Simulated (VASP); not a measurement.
Here is a VASP 6.6.1 calculation.

POSCAR

```
S
1.0
    0.0000000000      2.8471361078      2.8471361078
    2.8471361078      0.0000000000      2.8471361078
    2.8471361078      2.8471361078      0.0000000000
S
2
Direct
    0.0000000000      0.0000000000      0.0000000000
    0.2500000000      0.2500000000      0.2500000000
```

INCAR.step1

```
ALGO = Normal
EDIFF = 1E-4
ENCUT = 520
GGA = PE
ISMEAR = -1
LASPH = True
LCHARG = False
LREAL = False
LWAVE = True
NBANDS = 13
NELM = 60
PREC = Accurate
SIGMA = 0.1
```

The input INCAR.step2:

```
ALGO = Normal
EDIFF = 1E-6
ENCUT = 520
ISIF = 2
ISMEAR = -1
ISTART = 1
LASPH = True
LCHARG = False
LMIXTAU = True
LREAL = False
LWAVE = False
METAGGA = R2SCAN
NBANDS = 13
NELM = 60
PREC = Accurate
SIGMA = 0.1
```

KPOINTS

```
k-points
0
Gamma
  10 10 10
```

Potentials or basis: VASP PAW PBE potentials, release 64 (S).

Launch:

```sh
$ cat potpaw_PBE.64/S/POTCAR > POTCAR
$ cp INCAR.step1 INCAR
$ mpirun -np 1 vasp_std > vasp.out
$ cp INCAR.step2 INCAR
$ mpirun -np 1 vasp_std > vasp.out
```

(1) Estimate the pressure.

(2) Estimate the band gap on the k mesh.

## Answers

(1) 1.6 GPa.

(2) zero (bands 6 and 7 overlap by 1.40 eV).

Caveat: the PAW data sets were made with another functional, which shifts forces and pressure a little.
